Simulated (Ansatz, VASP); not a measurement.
Si3Ge: VASP beside Ansatz

```
Ge Si
1.0
     5.48613   -0.00078   -0.00078
     0.00078   -5.48613    0.00078
     0.00078    0.00078   -5.48613
Ge Si
2 6
Direct
  0.75287 0.74713 0.74713
  0.49713 0.00287 0.00287
  0.24738 0.25262 0.74734
  0.24738 0.74734 0.25262
  0.75266 0.25262 0.25262
  0.00262 0.49738 0.00266
  0.00262 0.00266 0.49738
  0.49734 0.49738 0.49738
```

Alike in both runs: functional PBEsol; k mesh 8 × 8 × 8; no spin polarisation.

Ansatz relaxed the structure, and its values are those at the end. VASP's run is a single point on that final structure, the one shown.

|  | VASP | Ansatz |
| --- | --- | --- |
| version | VASP 6.6.1 | Ansatz 0.2.0 |
| potentials or method | VASP PAW PBE potentials, release 64 (Ge_d, Si), cutoff 520 eV | scalar-relativistic, plane waves, PAW |
| occupations | gaussian, width 0.01 eV | fixed |
| valence electrons in the cell | 52 | 52 |

|  | VASP | Ansatz | Ansatz less VASP |
| --- | --- | --- | --- |
| gap on the k mesh at the Fermi level (eV) | 0.31 | 0.32 | +0.004 |
| least direct gap on the mesh (eV) | 0.31 | 0.32 | +0.004 |
| pressure (GPa) | 0.0 | 0.0 | -0.04 |
| rms of the force components (eV/Å) | 0.005 | 0.001 | -0.0038 |

VASP's potentials were made for PBE, not for PBEsol.
